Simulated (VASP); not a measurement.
# Li2ZrP2 (I4/mmm) in VASP: further runs

Li2ZrP2 is run at these levels: PBE; tasks: relaxation of cell and atoms, single point.

Program: VASP 6.6.1. These are calculated values, not measurements. Logs are shortened: lines on timing, memory, paths and dates and some standing lists are left out, and cuts for length are marked.

## 1. The cell of the first run

It takes space group I4/mmm (No. 139, tetragonal). The conventional cell has a = 3.825 Å, b = 3.825 Å, c = 10.037 Å, α = 90.00°, β = 90.00°, γ = 90.00°. Li (site symmetry -4m2) has 4 P at 2.28 Å and 4 Li at 2.70 Å within 3.0 Å. Zr (site symmetry 4/mmm) has 10 P at 2.99 to 3.75 Å and 8 Li at 3.16 Å and 4 Zr at 3.83 Å within 3.9 Å. P (site symmetry 4mm) has 4 Li at 2.28 Å and 1 P at 2.53 Å and 4 Zr at 2.99 Å within 3.0 Å.

## 2. Relaxation of cell and atoms, PBE

Input file INCAR:

```
SYSTEM = Li2ZrP2
PREC     = Accurate       ! precision mode
ENCUT    = 600            ! plane-wave cutoff, eV
EDIFF    = 1E-6           ! SCF threshold, eV
ISMEAR   = 0              ! smearing method
SIGMA    = 0.1            ! smearing width, eV
LREAL    = .False.        ! projectors in reciprocal space
LASPH    = .True.         ! aspherical terms in the spheres
NELM     = 80             ! most SCF steps
ALGO     = Normal         ! electronic algorithm
ISIF     = 3              ! what is computed and relaxed
LWAVE    = .False.        ! write WAVECAR
LCHARG   = .False.        ! write CHGCAR
GGA      = PE             ! functional
IBRION   = 2              ! ionic algorithm
NSW      = 90             ! ionic steps
EDIFFG   = -0.04          ! ionic threshold
```

Input file KPOINTS:

```
regular mesh
0
Gamma
  6 6 6
  0 0 0
```

Input file POSCAR:

```
Li2ZrP2
1.0
   -1.9126432226      1.9126432226      5.0183213267
    1.9126432226     -1.9126432226      5.0183213267
    1.9126432226      1.9126432226     -5.0183213267
Li Zr P
2 1 2
Direct
    0.2500000000      0.7500000000      0.5000000000
    0.7500000000      0.2500000000      0.5000000000
    0.0000000000      0.0000000000      0.0000000000
    0.6260000000      0.6260000000      0.0000000000
    0.3740000000      0.3740000000      0.0000000000
```

Potentials or basis: VASP PAW PBE potentials, release 64 (Li_sv, Zr_sv, P).

The run is started by

```console
$ cat potpaw_PBE.64/Li_sv/POTCAR potpaw_PBE.64/Zr_sv/POTCAR potpaw_PBE.64/P/POTCAR > POTCAR
$ mpirun -np 1 vasp_std > vasp.out
```

OUTCAR:

```text
SYSTEM = Li2ZrP2
   PREC = Accurate
   ENCUT = 600
   EDIFF = 1E-6
   ISMEAR = 0
   LREAL = .False.
   LASPH = .True.
   NELM = 80
   ISIF = 3
   GGA = PE
   IBRION = 2
   NSW = 90
   EDIFFG = -0.04

 ion  position               nearest neighbor table
   1  0.250  0.750  0.500-   5 2.28   4 2.28   5 2.28   4 2.28   3 3.16   3 3.16   3 3.16   3 3.16

   2  0.750  0.250  0.500-   5 2.28   4 2.28   5 2.28   4 2.28   3 3.16   3 3.16   3 3.16   3 3.16

   3  0.000  0.000  0.000-   4 2.99   4 2.99   4 2.99   5 2.99   4 2.99   5 2.99   5 2.99   5 2.99
                             1 3.16   2 3.16   1 3.16   2 3.16   2 3.16   2 3.16   1 3.16   1 3.16
   4  0.626  0.626  0.000-   1 2.28   2 2.28   1 2.28   2 2.28   5 2.53   3 2.99   3 2.99   3 2.99
                             3 2.99
   5  0.374  0.374  0.000-   1 2.28   2 2.28   1 2.28   2 2.28   4 2.53   3 2.99   3 2.99   3 2.99
                             3 2.99

  LATTYP: Found a body centered tetragonal cell.
 ALAT       =     3.8252864452
 C/A-ratio  =     2.6237623763

  Lattice vectors:

 A1 = (  -1.9126432226,   1.9126432226,   5.0183213267)
 A2 = (   1.9126432226,  -1.9126432226,   5.0183213267)
 A3 = (   1.9126432226,   1.9126432226,  -5.0183213267)

Analysis of symmetry for initial positions (statically):
=====================================================================
 Subroutine PRICEL returns:
 Original cell was already a primitive cell.

 Routine SETGRP: Setting up the symmetry group for a
 body centered tetragonal supercell.

 Subroutine GETGRP returns: Found 16 space group operations
 (whereof 16 operations were pure point group operations)
 out of a pool of 16 trial point group operations.

The static configuration has the point symmetry D_4h.

Analysis of symmetry for dynamics (positions and initial velocities):
=====================================================================
 Subroutine PRICEL returns:
 Original cell was already a primitive cell.

 Routine SETGRP: Setting up the symmetry group for a
 body centered tetragonal supercell.

 Subroutine GETGRP returns: Found 16 space group operations
 (whereof 16 operations were pure point group operations)
 out of a pool of 16 trial point group operations.

The dynamic configuration has the point symmetry D_4h.

 Subroutine INISYM returns: Found 16 space group operations
 (whereof 16 operations are pure point group operations),
 and found     1 'primitive' translations

----------------------------------------------------------------------------------------

                                     Primitive cell

  volume of cell :      73.4322

  direct lattice vectors                    reciprocal lattice vectors
    -1.912643223  1.912643223  5.018321327     0.000000000  0.261418331  0.099634911
     1.912643223 -1.912643223  5.018321327     0.261418331  0.000000000  0.099634911
     1.912643223  1.912643223 -5.018321327     0.261418331  0.261418331  0.000000000

  length of vectors
     5.700873366  5.700873366  5.700873366     0.279761791  0.279761791  0.369701350

  position of ions in fractional coordinates (direct lattice)
     0.250000000  0.750000000  0.500000000
     0.750000000  0.250000000  0.500000000
     0.000000000  0.000000000  0.000000000
     0.626000000  0.626000000  0.000000000
     0.374000000  0.374000000  0.000000000

  ion indices of the primitive-cell ions
   primitive index   ion index
                 1           1
                 2           2
                 3           3
                 4           4
                 5           5

----------------------------------------------------------------------------------------

 KPOINTS: regular mesh

Automatic generation of k-mesh.
 Grid dimensions read from file:
 generate k-points for:    6    6    6

 Generating k-lattice:

  Cartesian coordinates                     Fractional coordinates (reciprocal lattice)
     0.000000000  0.043569722  0.016605819     0.166666667  0.000000000  0.000000000
     0.043569722  0.000000000  0.016605819     0.000000000  0.166666667  0.000000000
     0.043569722  0.043569722  0.000000000     0.000000000  0.000000000  0.166666667

  Length of vectors
     0.046626965  0.046626965  0.061616892

  Shift w.r.t. Gamma in fractional coordinates (k-lattice)
     0.000000000  0.000000000  0.000000000

 Subroutine IBZKPT returns following result:
 ===========================================

 Found     30 irreducible k-points:

 Following reciprocal coordinates:
            Coordinates               Weight
  0.000000  0.000000  0.000000      1.000000
  0.166667  0.000000  0.000000      8.000000
  0.333333 -0.000000  0.000000      8.000000
  0.500000 -0.000000  0.000000      4.000000
  0.166667  0.166667  0.000000      8.000000
  0.333333  0.166667  0.000000     16.000000
[... 16 lines left out ...]
 -0.333333 -0.333333  0.166667      8.000000
 -0.166667 -0.333333  0.166667      8.000000
 [... further k-points ...]
   k-points           NKPTS =     30   k-points in BZ     NKDIM =     30   number of bands    NBANDS=     18
   number of dos      NEDOS =    301   number of ions     NIONS =      5
   total plane-waves  NPLWV = 110592
   dimension x,y,z NGX =    48 NGY =   48 NGZ =   48
   dimension x,y,z NGXF=    96 NGYF=   96 NGZF=   96
   ions per type =               2   1   2
   NGX,Y,Z   is equivalent  to a cutoff of  14.00, 14.00, 14.00 a.u.
   NGXF,Y,Z  is equivalent  to a cutoff of  28.00, 28.00, 28.00 a.u.
 SYSTEM =  Li2ZrP2
   PREC   = accura    normal or accurate (medium, high low for compatibility)
   ISTART =      0    job   : 0-new  1-cont  2-samecut
   ICHARG =      2    charge: 1-file 2-atom 10-const
   ISPIN  =      1    spin polarized calculation?
   LNONCOLLINEAR =      F non collinear calculations
   LSORBIT =      F    spin-orbit coupling
   LASPH  =      T    aspherical Exc in radial PAW
   ENCUT  =  600.0 eV  44.10 Ry    6.64 a.u.  11.39 11.39 11.39*2*pi/ulx,y,z
   NELM   =     80;   NELMIN=  2; NELMDL= -5     # of ELM steps
   EDIFF  = 0.1E-05   stopping-criterion for ELM
   LREAL  =      F    real-space projection
   EDIFFG = -.4E-01   stopping-criterion for IOM
   NSW    =     90    number of steps for IOM
   IBRION =      2    ionic relax: 0-MD 1-quasi-New 2-CG
   NFREE  =      1    steps in history (QN), initial steepest desc. (CG)
   ISIF   =      3    stress and relaxation
   ISYM   =      2    0-nonsym 1-usesym 2-fastsym
   POTIM  = 0.5000    time-step for ionic-motion
   TEBEG  =    0.0;   TEEND  =   0.0 temperature during run
   PSTRESS=    0.0 pullay stress
   NELECT =      28.0000    total number of electrons
   NUPDOWN=      -1.0000    fix difference up-down
   EMIN   =  10.00;   EMAX   =-10.00  energy-range for DOS
   EFERMI =   0.00;   METHOD = LEGACY
   ISMEAR =     0;   SIGMA  =   0.10  broadening in eV -4-tet -1-fermi 0-gaus
   EFERMI_NEDOS =   21; number of points for ismear=-14 and -15
   IALGO  =     38    algorithm
   IMIX   =      4    mixing-type and parameters
     AMIX     =   0.40;   BMIX     =  1.00
     AMIX_MAG =   1.60;   BMIX_MAG =  1.00
  volume/ion in A,a.u.               =      14.69        99.11
  Fermi-wavevector in a.u.,A,eV,Ry     =   1.187131  2.243353 19.174424  1.409280
  Thomas-Fermi vector in A             =   2.323289
   LORBIT       =      0    0 simple, 1 ext, 2 COOP (PROOUT), +10 PAW based schemes
   GGA     = PE    functional components
   LHFCALC =     F    Hartree Fock is set to
   AEXX    =    0.0000 exact exchange contribution
   IVDW    =     0    specifies the selected vdW correction
   LEPSILON=     F    determine dielectric tensor
   LRPA    =     F    only Hartree local field effects (RPA)
 conjugate gradient relaxation of ions
 non-spin polarized calculation
 Gauss-broadening in eV      SIGMA  =   0.10
  energy-cutoff  :      600.00
  volume of cell :       73.43
 maximum number of plane-waves:      2471
 NGX is ok and might be reduce to    48
   NGX = 23   NGY = 23   NGZ = 23

--------------------------------------- Ionic step        1  -------------------------------------------

 number of electron      28.0000000 magnetization

 Free energy of the ion-electron system (eV)
  ---------------------------------------------------
  ext. energy  EPLUGINS =         0.00000000
  ---------------------------------------------------
  free energy    TOTEN  =       -26.07432320 eV

  energy without entropy =      -26.06402083  energy(sigma->0) =      -26.06917202

------------------------ aborting loop because EDIFF is reached ----------------------------------------

  FORCE on cell =-STRESS in cart. coord.  units (eV):
  Direction    XX          YY          ZZ          XY          YZ          ZX
  --------------------------------------------------------------------------------------
  -------------------------------------------------------------------------------------
  Total       -1.7148028     -1.7148028      0.9785467      0.0000000      0.0000000      0.0000000
  in kB      -37.4143644    -37.4143644     21.3503873      0.0000000      0.0000000      0.0000000
  external PRESSURE =     -17.8261138 kB  Pullay stress =       0.0000000 kB
[... 98 lines left out ...]
  FREE ENERGIE OF THE ION-ELECTRON SYSTEM (eV)
  ---------------------------------------------------
  free  energy   TOTEN  =       -26.6197212787 eV

  energy  without entropy=      -26.6125189416  energy(sigma->0) =      -26.61612011

[... ionic steps 4 to 12 ...]

--------------------------------------- Ionic step       13  -------------------------------------------

 number of electron      27.9999995 magnetization

------------------------ aborting loop because EDIFF is reached ----------------------------------------
[... 73 lines left out ...]
--------------------------------------- Ionic step       15  -------------------------------------------

 number of electron      27.9999994 magnetization

 Free energy of the ion-electron system (eV)
  ---------------------------------------------------
  ext. energy  EPLUGINS =         0.00000000
  ---------------------------------------------------
  free energy    TOTEN  =       -26.83662421 eV

  energy without entropy =      -26.83101612  energy(sigma->0) =      -26.83382016

 E-fermi :   7.5518     XC(G=0): -10.4527

 val. band max:        7.5264365683   @ k =  -0.1667   0.1667   0.1667
 cond. band min:       7.6741363301   @ k =  -0.3333   0.1667  -0.0000
 fundamental gap:      0.1476997617
 Fermi energy:         7.5517552083

 k-point     1 :       0.0000    0.0000    0.0000
  band No.  band energies     occupation
      1     -41.8643      2.00000
      2     -38.3955      2.00000
      3     -38.3059      2.00000
      4     -19.8622      2.00000
      5     -19.8622      2.00000
      6     -19.8527      2.00000
[... 481 lines left out ...]
      5     -19.8564      2.00000
      6     -19.8460      2.00000
[... 10 lines left out ...]
     17       9.4427      0.00000
     18      10.6246      0.00000

 [... further k-points ...]

------------------------ aborting loop because EDIFF is reached ----------------------------------------

  FORCE on cell =-STRESS in cart. coord.  units (eV):
  Direction    XX          YY          ZZ          XY          YZ          ZX
  --------------------------------------------------------------------------------------
  -------------------------------------------------------------------------------------
  Total        0.0110330      0.0110330     -0.0008786      0.0000000     -0.0000000      0.0000000
  in kB        0.2391163      0.2391163     -0.0190425      0.0000000     -0.0000000      0.0000000
  external PRESSURE =       0.1530633 kB  Pullay stress =       0.0000000 kB
[... 20 lines left out ...]
  FREE ENERGIE OF THE ION-ELECTRON SYSTEM (eV)
  ---------------------------------------------------
  free  energy   TOTEN  =       -26.8366242114 eV

  energy  without entropy=      -26.8310161186  energy(sigma->0) =      -26.83382016

 reached required accuracy - stopping structural energy minimisation
```

It took 9.6 min on 1 thread of Intel Xeon Platinum 8488C (Sapphire Rapids), shared host; peak memory 0.37 GiB.

Results:

* Free energy: -26.8366 eV
* Relaxed volume: 14.79 Å³/atom
* Relaxed cell: a = 6.243 Å, b = 6.243 Å, c = 6.243 Å, α = 146.47°, β = 146.47°, γ = 48.15°
* Space group after relaxing (to 0.1 Å): I4/mmm (No. 139)
* Energy gained by relaxing: 152.5 meV/atom
* Ionic steps: 15
* Pressure after relaxing: 0.0 GPa
* Largest force after relaxing: 0.021 eV/Å
* Band gap on the k mesh: zero (bands 14 and 15 overlap by 0.92 eV)

Forces in eV/Å, atoms in the order of the input:
```
Li   0.000  0.000  0.000
Li   0.000  0.000  0.000
Zr   0.000  0.000  0.000
P    0.000  0.000 -0.021
P    0.000  0.000  0.021
```

Step by step:
```tsv
step	energy change (eV)	largest force (eV/Å)	pressure (GPa)	volume (Å³)
1	0.0000	1.9377	-1.78	73.43
2	-0.3753	1.2420	0.29	71.69
3	-0.5454	0.6056	5.02	69.61
4	-0.6756	1.0505	3.20	71.72
5	-0.6771	1.1667	2.81	72.38
6	-0.7492	0.0501	-1.11	74.61
7	-0.7493	0.0882	-0.94	74.49
8	-0.7543	0.0486	-0.14	73.79
9	-0.7553	0.0240	0.40	73.34
10	-0.7572	0.0183	0.28	73.46
11	-0.7600	0.1547	-0.05	73.80
12	-0.7601	0.1261	0.01	73.74
13	-0.7617	0.0849	0.04	73.84
14	-0.7618	0.0741	0.05	73.87
15	-0.7623	0.0207	0.02	73.93
```

Final structure:
```
Li Zr P
1.0
    -1.80073    1.80073    5.69952
     1.80073   -1.80073    5.69952
     1.80073    1.80073   -5.69952
Li Zr P
2 1 2
Direct
  0.25000 0.75000 0.50000
  0.75000 0.25000 0.50000
  0.00000 0.00000 0.00000
  0.60422 0.60422 0.00000
  0.39578 0.39578 0.00000
```

Caveat: the cutoff is under 1.25 times the usual one of these potentials, so pressure, stress and relaxed cells hold a basis-set (Pulay) error.

## 3. Single point, PBE

This run uses another cell than the first one, of 14.77 Å³/atom.

Input file INCAR:

```
SYSTEM = Li2ZrP2
  PREC = Accurate
  ENCUT = 520
  EDIFF = 1E-7
  ISMEAR = 0
  SIGMA = 0.1
  LREAL = .False.
  LASPH = .True.
  NELM = 80
  ALGO = Normal
  ISIF = 2
  LWAVE = .False.
  LCHARG = .True.
  GGA = PE
  LELF = .True.
  LVHAR = .True.
  NBANDS = 22
```

Input file KPOINTS:

```
Automatic mesh
0
Gamma
  14 14 14
  0 0 0
```

Input file POSCAR:

```
Li2ZrP2
1.0
   -1.8176669492      1.8176669492      5.5885657029
    1.8176669492     -1.8176669492      5.5885657029
    1.8176669492      1.8176669492     -5.5885657029
Li Zr P
2 1 2
Direct
    0.2500000000      0.7500000000      0.5000000000
    0.7500000000      0.2500000000      0.5000000000
    0.0000000000      0.0000000000      0.0000000000
    0.6035329124      0.6035329124      0.0000000000
    0.3964670876      0.3964670876      0.0000000000
```

Potentials or basis: VASP PAW PBE potentials, release 64 (Li_sv, Zr_sv, P).

The run is started by

```console
$ cat potpaw_PBE.64/Li_sv/POTCAR potpaw_PBE.64/Zr_sv/POTCAR potpaw_PBE.64/P/POTCAR > POTCAR
$ mpirun -np 1 vasp_std > vasp.out
```

Run time: 14 min. Hardware: 1 thread of Intel Xeon Platinum 8488C (Sapphire Rapids), shared host; peak memory 0.59 GiB.

It converged, with:

```
Free energy            : -26.8349 eV
Largest force          : 0.040 eV/Å
Band gap on the k mesh : zero (bands 14 and 15 overlap by 1.44 eV)
```

Forces on the atoms (eV/Å):
```
Li   0.000  0.000  0.000
Li   0.000  0.000  0.000
Zr   0.000  0.000  0.000
P    0.000  0.000 -0.040
P    0.000  0.000  0.040
```

Levels at points of the mesh, in eV from the Fermi level:
```tsv
k point	band 10	band 11	band 12	band 13	band 14	band 15	band 16	band 17	band 18	band 19
(0.00, 0.00, 0.00)	-2.02	-2.02	-1.98	-1.86	-1.86	1.14	1.91	1.97	3.38	3.60
(0.50, 0.00, 0.00)	-4.78	-3.62	-3.15	-1.43	0.10	0.49	0.94	2.67	3.41	3.56
(0.50, 0.50, 0.00)	-4.53	-4.46	-4.19	-4.08	-0.14	-0.10	3.21	3.33	3.78	3.79
(0.50, 0.50, 0.50)	-2.36	-2.36	-1.93	-1.34	-1.34	-0.19	0.59	1.15	3.23	4.26
```

Caveat: the cutoff is under 1.25 times the usual one of these potentials, so pressure, stress and relaxed cells hold a basis-set (Pulay) error.
